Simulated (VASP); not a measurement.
# NbSnSe4 (I4/mmm) in VASP: single point with PBE

Aim: the single point of NbSnSe4 with PBE.

Everything below comes from runs of VASP 6.6.1. Logs are shortened: lines on timing, memory, paths and dates and some standing lists are left out, and cuts for length are marked.

## Step 1: The cell of the first run

It takes space group I4/mmm (No. 139, tetragonal). Conventional cell: a = 5.502 Å, b = 5.502 Å, c = 10.813 Å, α = 90.00°, β = 90.00°, γ = 90.00°. Nb (site symmetry 4/mmm) has 6 Se at 2.44 to 2.75 Å within 3.2 Å. Within 3.6 Å of Sn (site symmetry 4/mmm) lie 6 Se at 2.75 to 2.97 Å. Within 3.2 Å of Se (site symmetry 4mm) lie 1 Nb at 2.44 Å and 1 Sn at 2.97 Å. Se (site symmetry mmm) has 2 Nb at 2.75 Å and 2 Sn at 2.75 Å within 3.6 Å.

## Step 2: Single point, PBE

Contents of INCAR:

```
ALGO     = Normal         # electronic algorithm
EDIFF    = 1E-6           # SCF threshold, eV
ENCUT    = 500            # plane-wave cutoff, eV
GGA      = PE             # functional
GGA_COMPAT= F            
ISIF     = 2              # what is computed and relaxed
ISMEAR   = 0              # smearing method
LASPH    = T              # aspherical terms in the spheres
LCHARG   = T              # write CHGCAR
LELF     = T              # ELF
LREAL    = F              # projectors in reciprocal space
LVHAR    = T            
LWAVE    = F              # write WAVECAR
NBANDS   = 34             # bands
NELM     = 120            # most SCF steps
PREC     = Accurate       # precision mode
SIGMA    = 0.15           # smearing width, eV
```

Contents of KPOINTS:

```
k-points
0
Gamma
  3 3 3
```

Contents of POSCAR:

```
NbSnSe4
1.0
   -2.7511685022      2.7511685022      5.4066488186
    2.7511685022     -2.7511685022      5.4066488186
    2.7511685022      2.7511685022     -5.4066488186
Nb Sn Se
1 1 4
Direct
    0.0000000000      0.0000000000      0.0000000000
    0.5000000000      0.5000000000      0.0000000000
    0.2256754041      0.2256754041      0.0000000000
    0.7743245959      0.7743245959      0.0000000000
    0.5000000000      0.0000000000      0.5000000000
    0.0000000000      0.5000000000      0.5000000000
```

Potentials or basis: VASP PAW PBE potentials, release 64 (Nb_sv, Sn_d, Se).

Started as:

```console
cat potpaw_PBE.64/Nb_sv/POTCAR potpaw_PBE.64/Sn_d/POTCAR potpaw_PBE.64/Se/POTCAR > POTCAR
mpirun -np 1 vasp_std > vasp.out
```

OUTCAR:

```text
EDIFF = 1E-6
   ENCUT = 500
   GGA = PE
   ISIF = 2
   ISMEAR = 0
   LASPH = T
   LREAL = F
   NELM = 120
   PREC = Accurate

 ion  position               nearest neighbor table
   1  0.000  0.000  0.000-   3 2.44   4 2.44   5 2.75   6 2.75   6 2.75   5 2.75
   2  0.500  0.500  0.000-   5 2.75   6 2.75   5 2.75   6 2.75   3 2.97   4 2.97
   3  0.226  0.226  0.000-   1 2.44   2 2.97
   4  0.774  0.774  0.000-   1 2.44   2 2.97
   5  0.500  0.000  0.500-   1 2.75   2 2.75   2 2.75   1 2.75
   6  0.000  0.500  0.500-   1 2.75   2 2.75   1 2.75   2 2.75

  LATTYP: Found a body centered tetragonal cell.
 ALAT       =     5.5023370044
 C/A-ratio  =     1.9652190748

  Lattice vectors:

 A1 = (  -2.7511685022,   2.7511685022,   5.4066488186)
 A2 = (   2.7511685022,  -2.7511685022,   5.4066488186)
 A3 = (   2.7511685022,   2.7511685022,  -5.4066488186)

Analysis of symmetry for initial positions (statically):
=====================================================================
 Subroutine PRICEL returns:
 Original cell was already a primitive cell.

 Routine SETGRP: Setting up the symmetry group for a
 body centered tetragonal supercell.

 Subroutine GETGRP returns: Found 16 space group operations
 (whereof 16 operations were pure point group operations)
 out of a pool of 16 trial point group operations.

The static configuration has the point symmetry D_4h.

Analysis of symmetry for dynamics (positions and initial velocities):
=====================================================================
 Subroutine PRICEL returns:
 Original cell was already a primitive cell.

 Routine SETGRP: Setting up the symmetry group for a
 body centered tetragonal supercell.

 Subroutine GETGRP returns: Found 16 space group operations
 (whereof 16 operations were pure point group operations)
 out of a pool of 16 trial point group operations.

The dynamic configuration has the point symmetry D_4h.

 Subroutine INISYM returns: Found 16 space group operations
 (whereof 16 operations are pure point group operations),
 and found     1 'primitive' translations

----------------------------------------------------------------------------------------

                                     Primitive cell

  volume of cell :     163.6901

  direct lattice vectors                    reciprocal lattice vectors
    -2.751168502  2.751168502  5.406648819     0.000000000  0.181740958  0.092478727
     2.751168502 -2.751168502  5.406648819     0.181740958  0.000000000  0.092478727
     2.751168502  2.751168502 -5.406648819     0.181740958  0.181740958  0.000000000

  length of vectors
     6.661059053  6.661059053  6.661059053     0.203916872  0.203916872  0.257020528

  position of ions in fractional coordinates (direct lattice)
     0.000000000  0.000000000  0.000000000
     0.500000000  0.500000000  0.000000000
     0.225675404  0.225675404  0.000000000
     0.774324596  0.774324596  0.000000000
     0.500000000  0.000000000  0.500000000
     0.000000000  0.500000000  0.500000000

  ion indices of the primitive-cell ions
   primitive index   ion index
                 1           1
                 2           2
                 3           3
                 4           4
                 5           5
                 6           6

----------------------------------------------------------------------------------------

 KPOINTS: k-points

Automatic generation of k-mesh.
 Grid dimensions read from file:
 generate k-points for:    3    3    3

 Generating k-lattice:

  Cartesian coordinates                     Fractional coordinates (reciprocal lattice)
     0.000000000  0.060580319  0.030826242     0.333333333  0.000000000  0.000000000
     0.060580319  0.000000000  0.030826242     0.000000000  0.333333333  0.000000000
     0.060580319  0.060580319  0.000000000     0.000000000  0.000000000  0.333333333

  Length of vectors
     0.067972291  0.067972291  0.085673509

  Shift w.r.t. Gamma in fractional coordinates (k-lattice)
     0.000000000  0.000000000  0.000000000

 Subroutine IBZKPT returns following result:
 ===========================================

 Found      6 irreducible k-points:

 Following reciprocal coordinates:
            Coordinates               Weight
  0.000000  0.000000  0.000000      1.000000
  0.333333  0.000000 -0.000000      8.000000
  0.333333  0.333333 -0.000000      8.000000
 -0.333333  0.333333  0.000000      4.000000
 -0.333333  0.333333  0.333333      4.000000
 -0.333333 -0.333333  0.333333      2.000000
   k-points           NKPTS =      6   k-points in BZ     NKDIM =      6   number of bands    NBANDS=     34
   number of dos      NEDOS =    301   number of ions     NIONS =      6
   total plane-waves  NPLWV = 125000
   dimension x,y,z NGX =    50 NGY =   50 NGZ =   50
   dimension x,y,z NGXF=   100 NGYF=  100 NGZF=  100
   ions per type =               1   1   4
   NGX,Y,Z   is equivalent  to a cutoff of  12.48, 12.48, 12.48 a.u.
   NGXF,Y,Z  is equivalent  to a cutoff of  24.96, 24.96, 24.96 a.u.
 SYSTEM =  unknown system
   PREC   = accura    normal or accurate (medium, high low for compatibility)
   ISTART =      0    job   : 0-new  1-cont  2-samecut
   ICHARG =      2    charge: 1-file 2-atom 10-const
   ISPIN  =      1    spin polarized calculation?
   LNONCOLLINEAR =      F non collinear calculations
   LSORBIT =      F    spin-orbit coupling
   LASPH  =      T    aspherical Exc in radial PAW
   ENCUT  =  500.0 eV  36.75 Ry    6.06 a.u.  12.14 12.14 12.14*2*pi/ulx,y,z
   NELM   =    120;   NELMIN=  2; NELMDL= -5     # of ELM steps
   EDIFF  = 0.1E-05   stopping-criterion for ELM
   LREAL  =      F    real-space projection
   EDIFFG = 0.1E-04   stopping-criterion for IOM
   NSW    =      0    number of steps for IOM
   IBRION =     -1    ionic relax: 0-MD 1-quasi-New 2-CG
   NFREE  =      0    steps in history (QN), initial steepest desc. (CG)
   ISIF   =      2    stress and relaxation
   ISYM   =      2    0-nonsym 1-usesym 2-fastsym
   POTIM  = 0.5000    time-step for ionic-motion
   TEBEG  =    0.0;   TEEND  =   0.0 temperature during run
   PSTRESS=    0.0 pullay stress
   NELECT =      51.0000    total number of electrons
   NUPDOWN=      -1.0000    fix difference up-down
   EMIN   =  10.00;   EMAX   =-10.00  energy-range for DOS
   EFERMI =   0.00;   METHOD = LEGACY
   ISMEAR =     0;   SIGMA  =   0.15  broadening in eV -4-tet -1-fermi 0-gaus
   EFERMI_NEDOS =   21; number of points for ismear=-14 and -15
   IALGO  =     38    algorithm
   IMIX   =      4    mixing-type and parameters
     AMIX     =   0.40;   BMIX     =  1.00
     AMIX_MAG =   1.60;   BMIX_MAG =  1.00
  volume/ion in A,a.u.               =      27.28       184.11
  Fermi-wavevector in a.u.,A,eV,Ry     =   1.109832  2.097279 16.758675  1.231728
  Thomas-Fermi vector in A             =   2.246377
   LORBIT       =      0    0 simple, 1 ext, 2 COOP (PROOUT), +10 PAW based schemes
   GGA     = PE    functional components
   LHFCALC =     F    Hartree Fock is set to
   AEXX    =    0.0000 exact exchange contribution
   IVDW    =     0    specifies the selected vdW correction
   LEPSILON=     F    determine dielectric tensor
   LRPA    =     F    only Hartree local field effects (RPA)
 non-spin polarized calculation
 Gauss-broadening in eV      SIGMA  =   0.15
  energy-cutoff  :      500.00
  volume of cell :      163.69
 maximum number of plane-waves:      4166
 NGX is ok and might be reduce to    50
   NGX = 25   NGY = 25   NGZ = 25

 number of electron      51.0000005 magnetization

 Free energy of the ion-electron system (eV)
  ---------------------------------------------------
  ext. energy  EPLUGINS =         0.00000000
  ---------------------------------------------------
  free energy    TOTEN  =       -28.83603844 eV

  energy without entropy =      -28.77501049  energy(sigma->0) =      -28.80552446

 E-fermi :   3.5307     XC(G=0):  -9.2519

 val. band max:        3.4459607258   @ k =  -0.3333   0.3333   0.3333
 cond. band min:       3.5493648472   @ k =  -0.3333   0.3333   0.0000
 fundamental gap:      0.1034041213
 Fermi energy:         3.5306829531

 k-point     1 :       0.0000    0.0000    0.0000
  band No.  band energies     occupation
      1     -52.2166      2.00000
      2     -28.2946      2.00000
      3     -28.2946      2.00000
      4     -28.1724      2.00000
      5     -17.6093      2.00000
      6     -17.5901      2.00000
[... 26 lines left out ...]
     33       9.2056      0.00000
     34      10.5483      0.00000

 k-point     2 :       0.3333    0.0000   -0.0000
  band No.  band energies     occupation
      1     -52.2166      2.00000
      2     -28.2958      2.00000
      3     -28.2945      2.00000
      4     -28.1723      2.00000
      5     -17.6045      2.00000
      6     -17.5874      2.00000
[... 26 lines left out ...]
     33       8.3897      0.00000
     34      10.2531      0.00000

 k-point     3 :       0.3333    0.3333   -0.0000
  band No.  band energies     occupation
      1     -52.2166      2.00000
      2     -28.2957      2.00000
      3     -28.2957      2.00000
      4     -28.1723      2.00000
      5     -17.5986      2.00000
      6     -17.5861      2.00000
[... 26 lines left out ...]
     33       7.6085      0.00000
     34       8.4807      0.00000

 k-point     4 :      -0.3333    0.3333    0.0000
  band No.  band energies     occupation
      1     -52.2166      2.00000
      2     -28.2957      2.00000
      3     -28.2957      2.00000
      4     -28.1723      2.00000
      5     -17.5986      2.00000
      6     -17.5861      2.00000
[... 26 lines left out ...]
     33       7.5221      0.00000
     34       8.5189      0.00000

 k-point     5 :      -0.3333    0.3333    0.3333
  band No.  band energies     occupation
      1     -52.2166      2.00000
      2     -28.2958      2.00000
      3     -28.2945      2.00000
      4     -28.1724      2.00000
      5     -17.6045      2.00000
      6     -17.5875      2.00000
[... 26 lines left out ...]
     33       7.8522      0.00000
     34      10.2246      0.00000

 k-point     6 :      -0.3333   -0.3333    0.3333
  band No.  band energies     occupation
      1     -52.2166      2.00000
      2     -28.2946      2.00000
      3     -28.2946      2.00000
      4     -28.1724      2.00000
      5     -17.6093      2.00000
      6     -17.5902      2.00000
[... 26 lines left out ...]
     33       9.9374      0.00000
     34      10.3013      0.00000

------------------------ aborting loop because EDIFF is reached ----------------------------------------

  FORCE on cell =-STRESS in cart. coord.  units (eV):
  Direction    XX          YY          ZZ          XY          YZ          ZX
  --------------------------------------------------------------------------------------
  -------------------------------------------------------------------------------------
  Total        0.2406969      0.2406969     -0.1739373      0.0000000     -0.0000000      0.0000000
  in kB        2.3559088      2.3559088     -1.7024754      0.0000000     -0.0000000      0.0000000
  external PRESSURE =       1.0031141 kB  Pullay stress =       0.0000000 kB

 VOLUME and BASIS-vectors are now :
 -----------------------------------------------------------------------------
  energy-cutoff  :      500.00
  volume of cell :      163.69
      direct lattice vectors                 reciprocal lattice vectors
    -2.751168502  2.751168502  5.406648819     0.000000000  0.181740958  0.092478727
     2.751168502 -2.751168502  5.406648819     0.181740958  0.000000000  0.092478727
     2.751168502  2.751168502 -5.406648819     0.181740958  0.181740958  0.000000000

 POSITION                                       TOTAL-FORCE (eV/Angst)
 -----------------------------------------------------------------------------------
      0.00000      0.00000      0.00000         0.000000      0.000000      0.000000
      0.00000      0.00000      5.40665         0.000000      0.000000     -0.000000
      0.00000      0.00000      2.44030        -0.000000     -0.000000      0.007565
      0.00000      0.00000      8.37300         0.000000      0.000000     -0.007565
      0.00000      2.75117      0.00000         0.000000      0.000000      0.000000
      2.75117      0.00000      0.00000         0.000000      0.000000     -0.000000
 -----------------------------------------------------------------------------------
    total drift:                               -0.000000      0.000000     -0.000000

  FREE ENERGIE OF THE ION-ELECTRON SYSTEM (eV)
  ---------------------------------------------------
  free  energy   TOTEN  =       -28.8360384370 eV

  energy  without entropy=      -28.7750104889  energy(sigma->0) =      -28.80552446
```

Run time: 78 s. Hardware: 1 thread of Intel Xeon 6975P-C, shared host; peak memory 0.35 GiB.

What came out:

```yaml
Free_energy: -28.8360 eV
Pressure: 0.1 GPa
Largest_force: 0.008 eV/Å
```

Forces on the atoms (eV/Å):
```
Nb   0.000  0.000  0.000
Sn   0.000  0.000  0.000
Se   0.000  0.000  0.008
Se   0.000  0.000 -0.008
Se   0.000  0.000  0.000
Se   0.000  0.000  0.000
```

Stress tensor (GPa, compression positive):
```
 0.24  0.00  0.00
 0.00  0.24  0.00
 0.00  0.00 -0.17
```

Levels at points of the mesh, in eV from the Fermi level:
| k point | band 22 | band 23 | band 24 | band 25 | band 26 | band 27 | band 28 | band 29 |
| --- | --- | --- | --- | --- | --- | --- | --- | --- |
| (0.00, 0.00, 0.00) | -2.12 | -1.25 | -0.50 | 0.04 | 0.31 | 0.31 | 0.74 | 1.32 |

Caveat: the k points lie up to 0.54 Å⁻¹ apart; spin-orbit coupling is left out, which moves the levels of the heavy elements.
